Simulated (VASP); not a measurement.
Set up this calculation in VASP 6.6.1, as the native input.

```yaml
Task: single point
Functional: PBE
Potentials_or_basis: VASP PAW PBE potentials, release 64 (Ge_d)
Cutoff: 520 eV
k_mesh: 18 × 18 × 10
Occupations: fermi-dirac, width 0.05 eV
Spin: no spin polarisation
Dipole_correction: no
Further_INCAR_settings: ALGO = Normal; EDIFF = 1e-06; NBANDS = 21
```

The structure of Ge lies in POSCAR:

```
Ge
1.0
    2.3782712258      0.0000000000      0.0000000000
   -1.1891356129      2.0596432986      0.0000000000
    0.0000000000      0.0000000000      3.8968313238
Ge
2
Direct
    0.3333333333      0.6666666667      0.2500000000
    0.6666666667      0.3333333333      0.7500000000
```

One way to write it, as run:

INCAR

```
  ALGO = Normal
  EDIFF = 1E-6
  ENCUT = 520
  GGA = PE
  ISIF = 2
  ISMEAR = -1
  LASPH = T
  LCHARG = F
  LREAL = F
  LWAVE = F
  NBANDS = 21
  NELM = 100
  PREC = Accurate
  SIGMA = 0.05
```

KPOINTS

```
k-points
0
Gamma
  18 18 10
```

Potentials or basis: VASP PAW PBE potentials, release 64 (Ge_d).

Command:

```sh
$ cat potpaw_PBE.64/Ge_d/POTCAR > POTCAR
$ mpirun -np 1 vasp_std > vasp.out
```

Results of the run:

| Property | Result |
| --- | --- |
| Pressure | 220.6 GPa |
| Band gap on the k mesh | zero (band 14 reaches 29.95 eV, above the bottom of band 15 at 11.82 eV) |

Wall time 50 s on 1 thread of Intel Xeon 6975P-C, with other jobs on the host, peak memory 0.18 GiB.
